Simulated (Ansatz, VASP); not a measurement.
## One calculation of V, two programs

```xyz
1
Lattice="-1.4637 1.4637 1.4637 1.4637 -1.4637 1.4637 1.4637 1.4637 -1.4637" Properties=species:S:1:pos:R:3 pbc="T T T"
V     0.0000    0.0000    0.0000
```

Alike in both runs: task single point; functional LDA; k mesh 15 × 15 × 15; occupations methfessel-paxton of order 1, width 0.01 eV; no spin polarisation.

|  | VASP | Ansatz |
| --- | --- | --- |
| version | VASP 6.6.1 | Ansatz 0.2.0 |
| potentials or method | VASP PAW LDA potentials, release 64 (V_sv), cutoff 520 eV | plane waves (420 eV) with PAW, scalar-relativistic |
| valence electrons in the cell | 13 | 13 |

```csv
,VASP,Ansatz,Ansatz less VASP
pressure (GPa),0.1,-0.5,-0.57
```

Ansatz warns that its potentials were made for another functional, while VASP's fit it. LDA's correlation is that of Perdew and Zunger in VASP and of Perdew and Wang (1992) in Ansatz.
